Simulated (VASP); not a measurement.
# Nb (Fd-3m) in VASP: further runs

Runs on Nb. Level: PBEsol. Tasks: single point, relaxation of cell and atoms.

Program: VASP 6.6.1. These are calculated values, not measurements. Logs are shortened: lines on timing, memory, paths and dates and some standing lists are left out, and cuts for length are marked.

## Step 1: The cell of the first run

It takes space group Fd-3m (No. 227, cubic). The conventional cell has a = 5.505 Å, b = 5.505 Å, c = 5.505 Å, α = 90.00°, β = 90.00°, γ = 90.00°. Within 3.1 Å of Nb (site symmetry -43m) lie 4 Nb at 2.38 Å.

## Step 2: Single point, PBEsol

INCAR reads:

```
SYSTEM = Nb
  PREC = Accurate
  ENCUT = 500
  EDIFF = 1E-6
  ISMEAR = 0
  SIGMA = 0.1
  LREAL = .False.
  LASPH = .True.
  NELM = 120
  ALGO = Normal
  ISIF = 2
  LWAVE = .False.
  LCHARG = .True.
  GGA = PS
  LELF = .True.
  LVHAR = .True.
  NBANDS = 20
  GGA_COMPAT = .False.
```

KPOINTS reads:

```
Automatic mesh
0
Gamma
  6 6 6
  0 0 0
```

POSCAR reads:

```
Nb
1.0
    0.0000000000      2.7527353420      2.7527353420
    2.7527353420      0.0000000000      2.7527353420
    2.7527353420      2.7527353420      0.0000000000
Nb
2
Direct
    0.5000000000      0.5000000000      0.5000000000
    0.7500000000      0.7500000000      0.7500000000
```

Potentials or basis: VASP PAW PBE potentials, release 64 (Nb_sv).

On the command line:

```
cat potpaw_PBE.64/Nb_sv/POTCAR > POTCAR
mpirun -np 1 vasp_std > vasp.out
```

OUTCAR:

```text
SYSTEM = Nb
   PREC = Accurate
   ENCUT = 500
   EDIFF = 1E-6
   ISMEAR = 0
   LREAL = .False.
   LASPH = .True.
   NELM = 120
   ISIF = 2
   GGA = PS

 ion  position               nearest neighbor table
   1  0.500  0.500  0.500-   2 2.38   2 2.38   2 2.38   2 2.38
   2  0.750  0.750  0.750-   1 2.38   1 2.38   1 2.38   1 2.38

  LATTYP: Found a face centered cubic cell.
 ALAT       =     5.5054706840

  Lattice vectors:

 A1 = (   0.0000000000,   2.7527353420,   2.7527353420)
 A2 = (   2.7527353420,   0.0000000000,   2.7527353420)
 A3 = (   2.7527353420,   2.7527353420,   0.0000000000)

Analysis of symmetry for initial positions (statically):
=====================================================================
 Subroutine PRICEL returns:
 Original cell was already a primitive cell.

 Routine SETGRP: Setting up the symmetry group for a
 face centered cubic supercell.

 Subroutine GETGRP returns: Found 48 space group operations
 (whereof 24 operations were pure point group operations)
 out of a pool of 48 trial point group operations.

The static configuration has the point symmetry T_d .
 The point group associated with its full space group is O_h .

Analysis of symmetry for dynamics (positions and initial velocities):
=====================================================================
 Subroutine PRICEL returns:
 Original cell was already a primitive cell.

 Routine SETGRP: Setting up the symmetry group for a
 face centered cubic supercell.

 Subroutine GETGRP returns: Found 48 space group operations
 (whereof 24 operations were pure point group operations)
 out of a pool of 48 trial point group operations.

The dynamic configuration has the point symmetry T_d .
 The point group associated with its full space group is O_h .

 Subroutine INISYM returns: Found 48 space group operations
 (whereof 24 operations are pure point group operations),
 and found     1 'primitive' translations

----------------------------------------------------------------------------------------

                                     Primitive cell

  volume of cell :      41.7180

  direct lattice vectors                    reciprocal lattice vectors
     0.000000000  2.752735342  2.752735342    -0.181637512  0.181637512  0.181637512
     2.752735342  0.000000000  2.752735342     0.181637512 -0.181637512  0.181637512
     2.752735342  2.752735342  0.000000000     0.181637512  0.181637512 -0.181637512

  length of vectors
     3.892955654  3.892955654  3.892955654     0.314605400  0.314605400  0.314605400

  position of ions in fractional coordinates (direct lattice)
     0.500000000  0.500000000  0.500000000
     0.750000000  0.750000000  0.750000000

  ion indices of the primitive-cell ions
   primitive index   ion index
                 1           1
                 2           2

----------------------------------------------------------------------------------------

 KPOINTS: Automatic mesh

Automatic generation of k-mesh.
 Grid dimensions read from file:
 generate k-points for:    6    6    6

 Generating k-lattice:

  Cartesian coordinates                     Fractional coordinates (reciprocal lattice)
    -0.030272919  0.030272919  0.030272919     0.166666667  0.000000000  0.000000000
     0.030272919 -0.030272919  0.030272919     0.000000000  0.166666667  0.000000000
     0.030272919  0.030272919 -0.030272919     0.000000000  0.000000000  0.166666667

  Length of vectors
     0.052434233  0.052434233  0.052434233

  Shift w.r.t. Gamma in fractional coordinates (k-lattice)
     0.000000000  0.000000000  0.000000000

 Subroutine IBZKPT returns following result:
 ===========================================

 Found     16 irreducible k-points:

 Following reciprocal coordinates:
            Coordinates               Weight
  0.000000  0.000000  0.000000      1.000000
  0.166667  0.000000  0.000000      8.000000
  0.333333  0.000000  0.000000      8.000000
  0.500000  0.000000  0.000000      4.000000
  0.166667  0.166667  0.000000      6.000000
  0.333333  0.166667  0.000000     24.000000
[... 8 lines left out ...]
 -0.333333  0.333333  0.166667     24.000000
 -0.333333  0.500000  0.166667     12.000000
   k-points           NKPTS =     16   k-points in BZ     NKDIM =     16   number of bands    NBANDS=     20
   number of dos      NEDOS =    301   number of ions     NIONS =      2
   total plane-waves  NPLWV =  21952
   dimension x,y,z NGX =    28 NGY =   28 NGZ =   28
   dimension x,y,z NGXF=    56 NGYF=   56 NGZF=   56
   ions per type =               2
   NGX,Y,Z   is equivalent  to a cutoff of  11.96, 11.96, 11.96 a.u.
   NGXF,Y,Z  is equivalent  to a cutoff of  23.91, 23.91, 23.91 a.u.
 SYSTEM =  Nb
   PREC   = accura    normal or accurate (medium, high low for compatibility)
   ISTART =      0    job   : 0-new  1-cont  2-samecut
   ICHARG =      2    charge: 1-file 2-atom 10-const
   ISPIN  =      1    spin polarized calculation?
   LNONCOLLINEAR =      F non collinear calculations
   LSORBIT =      F    spin-orbit coupling
   LASPH  =      T    aspherical Exc in radial PAW
   ENCUT  =  500.0 eV  36.75 Ry    6.06 a.u.   7.10  7.10  7.10*2*pi/ulx,y,z
   NELM   =    120;   NELMIN=  2; NELMDL= -5     # of ELM steps
   EDIFF  = 0.1E-05   stopping-criterion for ELM
   LREAL  =      F    real-space projection
   EDIFFG = 0.1E-04   stopping-criterion for IOM
   NSW    =      0    number of steps for IOM
   IBRION =     -1    ionic relax: 0-MD 1-quasi-New 2-CG
   NFREE  =      0    steps in history (QN), initial steepest desc. (CG)
   ISIF   =      2    stress and relaxation
   ISYM   =      2    0-nonsym 1-usesym 2-fastsym
   POTIM  = 0.5000    time-step for ionic-motion
   TEBEG  =    0.0;   TEEND  =   0.0 temperature during run
   PSTRESS=    0.0 pullay stress
   NELECT =      26.0000    total number of electrons
   NUPDOWN=      -1.0000    fix difference up-down
   EMIN   =  10.00;   EMAX   =-10.00  energy-range for DOS
   EFERMI =   0.00;   METHOD = LEGACY
   ISMEAR =     0;   SIGMA  =   0.10  broadening in eV -4-tet -1-fermi 0-gaus
   EFERMI_NEDOS =   21; number of points for ismear=-14 and -15
   IALGO  =     38    algorithm
   IMIX   =      4    mixing-type and parameters
     AMIX     =   0.40;   BMIX     =  1.00
     AMIX_MAG =   1.60;   BMIX_MAG =  1.00
  volume/ion in A,a.u.               =      20.86       140.76
  Fermi-wavevector in a.u.,A,eV,Ry     =   1.398379  2.642553 26.605692  1.955463
  Thomas-Fermi vector in A             =   2.521543
   LORBIT       =      0    0 simple, 1 ext, 2 COOP (PROOUT), +10 PAW based schemes
   GGA     = PS    functional components
   LHFCALC =     F    Hartree Fock is set to
   AEXX    =    0.0000 exact exchange contribution
   IVDW    =     0    specifies the selected vdW correction
   LEPSILON=     F    determine dielectric tensor
   LRPA    =     F    only Hartree local field effects (RPA)
 non-spin polarized calculation
 Gauss-broadening in eV      SIGMA  =   0.10
  energy-cutoff  :      500.00
  volume of cell :       41.72
 maximum number of plane-waves:      1068
   NGX = 15   NGY = 15   NGZ = 15

 number of electron      25.9999996 magnetization

 Free energy of the ion-electron system (eV)
  ---------------------------------------------------
  ext. energy  EPLUGINS =         0.00000000
  ---------------------------------------------------
  free energy    TOTEN  =       -16.22379966 eV

  energy without entropy =      -16.20179527  energy(sigma->0) =      -16.21279746

 E-fermi :   9.0791     XC(G=0): -11.4767

 val. band max:        8.8593767273   @ k =  -0.3333   0.3333   0.0000
 cond. band min:       9.1057793828   @ k =   0.5000   0.1667   0.0000
 fundamental gap:      0.2464026555
 Fermi energy:         9.0791378494

 k-point     1 :       0.0000    0.0000    0.0000
  band No.  band energies     occupation
      1     -45.6626      2.00000
      2     -44.2987      2.00000
      3     -22.2137      2.00000
      4     -22.2137      2.00000
      5     -22.2137      2.00000
      6     -20.3769      2.00000
[... 12 lines left out ...]
     19      15.5457      0.00000
     20      20.1376      0.00000

 k-point     2 :       0.1667    0.0000    0.0000
  band No.  band energies     occupation
      1     -45.5995      2.00000
      2     -44.3709      2.00000
      3     -22.2780      2.00000
      4     -22.2780      2.00000
      5     -22.2179      2.00000
      6     -20.3601      2.00000
[... 12 lines left out ...]
     19      15.4161      0.00000
     20      19.2858      0.00000

 k-point     3 :       0.3333    0.0000    0.0000
  band No.  band energies     occupation
      1     -45.4444      2.00000
      2     -44.5442      2.00000
      3     -22.3937      2.00000
      4     -22.3937      2.00000
      5     -22.2348      2.00000
      6     -20.3144      2.00000
[... 12 lines left out ...]
     19      14.9527      0.00000
     20      17.5608      0.00000

 k-point     4 :       0.5000    0.0000    0.0000
  band No.  band energies     occupation
      1     -45.3386      2.00000
      2     -44.6591      2.00000
      3     -22.4464      2.00000
      4     -22.4464      2.00000
      5     -22.2473      2.00000
      6     -20.2859      2.00000
[... 12 lines left out ...]
     19      14.3931      0.00000
     20      15.0243      0.00000

 k-point     5 :       0.1667    0.1667    0.0000
  band No.  band energies     occupation
      1     -45.5768      2.00000
      2     -44.3966      2.00000
      3     -22.3534      2.00000
      4     -22.3534      2.00000
      5     -22.0848      2.00000
      6     -20.5058      2.00000
[... 12 lines left out ...]
     19      15.8470      0.00000
     20      18.9339      0.00000
[... 169 lines left out ...]
      6     -21.2920      2.00000
[... 12 lines left out ...]
     19      15.1488      0.00000
     20      15.1494      0.00000

 k-point    14 :       0.5000    0.3333    0.1667
  band No.  band energies     occupation
      1     -45.2948      2.00000
      2     -44.7059      2.00000
      3     -22.6566      2.00000
      4     -22.5429      2.00000
      5     -21.7737      2.00000
      6     -20.7720      2.00000
[... 12 lines left out ...]
     19      15.5615      0.00000
     20      17.2401      0.00000

 k-point    15 :      -0.3333    0.3333    0.1667
  band No.  band energies     occupation
      1     -45.1731      2.00000
      2     -44.8335      2.00000
      3     -22.7173      2.00000
      4     -22.5958      2.00000
      5     -21.6352      2.00000
      6     -20.8904      2.00000
[... 12 lines left out ...]
     19      15.0390      0.00000
     20      15.1289      0.00000

 k-point    16 :      -0.3333    0.5000    0.1667
  band No.  band energies     occupation
      1     -45.0048      2.00000
      2     -45.0048      2.00000
      3     -22.6936      2.00000
      4     -22.6936      2.00000
      5     -21.2699      2.00000
      6     -21.2699      2.00000
[... 12 lines left out ...]
     19      14.9348      0.00000
     20      14.9361      0.00000

------------------------ aborting loop because EDIFF is reached ----------------------------------------

  FORCE on cell =-STRESS in cart. coord.  units (eV):
  Direction    XX          YY          ZZ          XY          YZ          ZX
  --------------------------------------------------------------------------------------
  -------------------------------------------------------------------------------------
  Total        4.5450774      4.5450774      4.5450774      0.0000000     -0.0000000     -0.0000000
  in kB      174.5534710    174.5534710    174.5534710      0.0000000     -0.0000000     -0.0000000
  external PRESSURE =     174.5534710 kB  Pullay stress =       0.0000000 kB

 VOLUME and BASIS-vectors are now :
 -----------------------------------------------------------------------------
  energy-cutoff  :      500.00
  volume of cell :       41.72
      direct lattice vectors                 reciprocal lattice vectors
     0.000000000  2.752735342  2.752735342    -0.181637512  0.181637512  0.181637512
     2.752735342  0.000000000  2.752735342     0.181637512 -0.181637512  0.181637512
     2.752735342  2.752735342  0.000000000     0.181637512  0.181637512 -0.181637512

 POSITION                                       TOTAL-FORCE (eV/Angst)
 -----------------------------------------------------------------------------------
      2.75274      2.75274      2.75274         0.000000     -0.000000      0.000000
      4.12910      4.12910      4.12910        -0.000000      0.000000     -0.000000
 -----------------------------------------------------------------------------------
    total drift:                                0.000000      0.000000      0.000000

  FREE ENERGIE OF THE ION-ELECTRON SYSTEM (eV)
  ---------------------------------------------------
  free  energy   TOTEN  =       -16.2237996574 eV

  energy  without entropy=      -16.2017952665  energy(sigma->0) =      -16.21279746
```

It used 19 s of CPU time on 1 thread of AMD EPYC 7R13 Processor (Zen 3), on a shared host.

Results:

```
Free energy            : -16.2238 eV
Pressure               : 17.5 GPa
Band gap on the k mesh : zero (band 13 reaches 10.15 eV, above the bottom of band 14 at 7.86 eV)
```

Levels at points of the mesh, in eV from the Fermi level:
```
           k point  band 10  band 11  band 12  band 13  band 14  band 15  band 16  band 17
(0.00, 0.00, 0.00)    -2.29    -2.29    -0.73    -0.73    -0.73     2.28     2.28     2.28
(0.50, 0.00, 0.00)    -2.02    -2.02    -1.84    -1.22    -1.22     1.17     3.67     3.67
(0.50, 0.50, 0.00)    -3.43    -1.17    -1.17     1.07     1.07     1.16     1.16     5.64
```

Caveat: the PAW data sets were made with another functional, which shifts forces and pressure a little.

## Step 3: Single point, PBEsol

This run uses another cell than the first one, of 24.49 Å³/atom, 1.174 times its volume.

INCAR reads:

```
ALGO     = Normal         # electronic algorithm
EDIFF    = 1E-6           # SCF threshold, eV
ENCUT    = 500            # plane-wave cutoff, eV
GGA      = PS             # functional
GGA_COMPAT= False        
ISIF     = 2              # what is computed and relaxed
ISMEAR   = 0              # smearing method
LASPH    = True           # aspherical terms in the spheres
LCHARG   = False          # write CHGCAR
LREAL    = False          # projectors in reciprocal space
LWAVE    = False          # write WAVECAR
NBANDS   = 20             # bands
NELM     = 120            # most SCF steps
PREC     = Accurate       # precision mode
SIGMA    = 0.1            # smearing width, eV
```

KPOINTS reads:

```
k-points
0
Gamma
  6 6 6
```

POSCAR reads:

```
Nb
1.0
    0.0000000000      2.9040911184      2.9040911184
    2.9040911184      0.0000000000      2.9040911184
    2.9040911184      2.9040911184      0.0000000000
Nb
2
Direct
    0.5000000000      0.5000000000      0.5000000000
    0.7500000000      0.7500000000      0.7500000000
```

Potentials or basis: VASP PAW PBE potentials, release 64 (Nb_sv).

On the command line:

```
cat potpaw_PBE.64/Nb_sv/POTCAR > POTCAR
mpirun -np 1 vasp_std > vasp.out
```

OUTCAR:

```text
EDIFF = 1E-6
   ENCUT = 500
   GGA = PS
   ISIF = 2
   ISMEAR = 0
   LASPH = True
   LREAL = False
   NELM = 120
   PREC = Accurate

 ion  position               nearest neighbor table
   1  0.500  0.500  0.500-   2 2.52   2 2.52   2 2.52   2 2.52
   2  0.750  0.750  0.750-   1 2.52   1 2.52   1 2.52   1 2.52

  LATTYP: Found a face centered cubic cell.
 ALAT       =     5.8081822368

  Lattice vectors:

 A1 = (   0.0000000000,   2.9040911184,   2.9040911184)
[... 546 lines left out ...]
------------------------ aborting loop because EDIFF is reached ----------------------------------------

  FORCE on cell =-STRESS in cart. coord.  units (eV):
  Direction    XX          YY          ZZ          XY          YZ          ZX
  --------------------------------------------------------------------------------------
  -------------------------------------------------------------------------------------
  Total        0.0662695      0.0662695      0.0662695      0.0000000     -0.0000000      0.0000000
  in kB        2.1675236      2.1675236      2.1675236      0.0000000     -0.0000000      0.0000000
  external PRESSURE =       2.1675236 kB  Pullay stress =       0.0000000 kB

 VOLUME and BASIS-vectors are now :
 -----------------------------------------------------------------------------
  energy-cutoff  :      500.00
  volume of cell :       48.98
      direct lattice vectors                 reciprocal lattice vectors
     0.000000000  2.904091118  2.904091118    -0.172170906  0.172170906  0.172170906
     2.904091118  0.000000000  2.904091118     0.172170906 -0.172170906  0.172170906
     2.904091118  2.904091118  0.000000000     0.172170906  0.172170906 -0.172170906

 POSITION                                       TOTAL-FORCE (eV/Angst)
 -----------------------------------------------------------------------------------
      2.90409      2.90409      2.90409         0.000000      0.000000      0.000000
      4.35614      4.35614      4.35614        -0.000000     -0.000000     -0.000000
 -----------------------------------------------------------------------------------
    total drift:                                0.000000     -0.000000     -0.000000

  FREE ENERGIE OF THE ION-ELECTRON SYSTEM (eV)
  ---------------------------------------------------
  free  energy   TOTEN  =       -16.6013315606 eV

  energy  without entropy=      -16.5868993627  energy(sigma->0) =      -16.59411546
```

stdout:

```text
POSCAR found type information on POSCAR Nb
 POSCAR found :  1 types and       2 ions
 scaLAPACK will be used
 -----------------------------------------------------------------------------
|                                                                             |
|                                                                             |
|     You enforced a specific xc type in the INCAR file but a different       |
|     I HOPE YOU KNOW WHAT YOU ARE DOING!                                     |
|                                                                             |
 -----------------------------------------------------------------------------

 LDA part: xc-table for (Slater+PW92), standard interpolation
 POSCAR, INCAR and KPOINTS ok, starting setup
 FFT: planning ... GRIDC
 FFT: planning ... GRID_SOFT
 FFT: planning ... GRID
 WAVECAR not read
 entering main loop
```

It used 24 s of CPU time on 1 thread of AMD EPYC 7R13 Processor (Zen 3), with other jobs on the host.

Results:

```
Free energy            : -16.6013 eV
Pressure               : 0.2 GPa
Band gap on the k mesh : zero (band 13 reaches 7.66 eV, above the bottom of band 14 at 6.28 eV)
```

Caveat: the PAW data sets were made with another functional, which shifts forces and pressure a little.

(Continued in part 2 of 2.)
